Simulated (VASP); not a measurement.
Here is a VASP 6.6.1 calculation.

File INCAR:

```
SYSTEM = Zr2Te3Pd2
PREC = Accurate
ENCUT = 520
EDIFF = 1E-6
ISMEAR = 0
SIGMA = 0.1
LREAL = .False.
LASPH = .True.
NELM = 80
ALGO = Fast
ISIF = 2
LWAVE = .False.
LCHARG = .False.
GGA = PE
NBANDS = 40
```

The input KPOINTS:

```
regular mesh
0
Gamma
  12 12 4
  0 0 0
```

POSCAR

```
Zr2Te3Pd2
1.0
    4.2365460351      0.0000000000      0.0000000000
   -2.1182730175      3.6689564907      0.0000000000
    0.0000000000      0.0000000000     10.6093196650
Zr Te Pd
2 3 2
Direct
    0.3333333333      0.6666666667      0.1477239709
    0.6666666667      0.3333333333      0.8522760291
    0.3333333333      0.6666666667      0.6870119385
    0.6666666667      0.3333333333      0.3129880615
    0.0000000000      0.0000000000      0.0000000000
    0.6666666667      0.3333333333      0.5770482423
    0.3333333333      0.6666666667      0.4229517577
```

Potentials or basis: VASP PAW PBE potentials, release 64 (Zr_sv, Te, Pd).

Command:

```bash
$ cat potpaw_PBE.64/Zr_sv/POTCAR potpaw_PBE.64/Te/POTCAR potpaw_PBE.64/Pd/POTCAR > POTCAR
$ mpirun -np 1 vasp_std > vasp.out
```

**Question.** What does it give for the pressure?

**Answer.** 0.0 GPa.

**Question.** What does it give for the largest force?

**Answer.** 0.014 eV/Å.

**Question.** Predict the band gap on the k mesh.

**Answer.** Zero (bands 31 and 32 overlap by 0.30 eV).

Forces in eV/Å, atoms in the order of the input:
```
Zr   0.000  0.000 -0.004
Zr   0.000  0.000  0.004
Te   0.000  0.000 -0.014
Te   0.000  0.000  0.014
Te   0.000  0.000  0.000
Pd   0.000  0.000  0.004
Pd   0.000  0.000 -0.004
```

Caveat: spin-orbit coupling is left out, which moves the levels of the heavy elements.
